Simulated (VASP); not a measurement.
Here is a VASP 6.6.1 calculation.

INCAR

```
SYSTEM = InAs
PREC = Accurate ; ENCUT = 400
EDIFF = 1E-6 ; ISMEAR = -1
SIGMA = 0.05 ; LREAL = .False.
LASPH = .True. ; NELM = 120
ALGO = Normal ; ISIF = 2
LWAVE = .False. ; LCHARG = .False.
GGA = PE ; NBANDS = 86
GGA_COMPAT = .False. ; NELMDL = -8
```

File KPOINTS:

```
regular mesh
0
Gamma
  2 2 1
  0 0 0
```

File POSCAR:

```
InAs
1.0
    8.5361930000      0.0000000000      0.0000000000
    0.0000000000      6.0360000000      0.0000000000
    0.0000000000      0.0000000000     19.4021450000
In As
8 8
Direct
    0.0000000000      0.0000000000      0.0515406931
    0.7499947576      0.7325546720      0.1966689765
    0.2499943476      0.7325546720      0.1966689765
    0.5000004100      0.0000000000      0.0515406931
    0.5000004100      0.1078363154      0.2091469783
    0.2499943476      0.3416832339      0.3985796416
    0.7500064724      0.3416832339      0.3985796416
    0.0000000000      0.1078363154      0.2091521324
    0.0000000000      0.4567097416      0.1197496462
    0.2499943476      0.7500000000      0.0515406931
    0.7499947576      0.7500000000      0.0515406931
    0.5000004100      0.4567097416      0.1197496462
    0.5000004100      0.0563121272      0.3594190230
    0.7499947576      0.8593439364      0.3330559585
    0.2500060624      0.8593439364      0.3330559585
    0.0000000000      0.0563121272      0.3594241771
```

Potentials or basis: VASP PAW PBE potentials, release 64 (In_d, As).

Command:

```bash
$ cat potpaw_PBE.64/In_d/POTCAR potpaw_PBE.64/As/POTCAR > POTCAR
$ mpirun -np 1 vasp_std > vasp.out
```

**Question.** Estimate the largest force.

**Answer.** 1.084 eV/Å.

**Question.** Estimate the band gap on the k mesh.

**Answer.** Zero (bands 72 and 73 overlap by 0.07 eV).

Forces on the atoms (eV/Å):
```
In   0.000  0.954 -0.259
In   0.000 -0.577 -0.918
In   0.000 -0.577 -0.918
In   0.000  0.954 -0.259
In   0.000  0.231  0.607
In   0.000  0.749  0.268
In   0.000  0.749  0.268
In   0.000  0.231  0.607
As   0.000 -0.483  0.365
As   0.000 -0.196 -0.123
As   0.000 -0.196 -0.123
As   0.000 -0.483  0.365
As   0.000  0.306 -0.257
As   0.000 -0.984  0.316
As   0.000 -0.984  0.316
As   0.000  0.306 -0.257
```

Caveat: the k points lie up to 0.52 Å⁻¹ apart; spin-orbit coupling is left out, which moves the levels of the heavy elements.
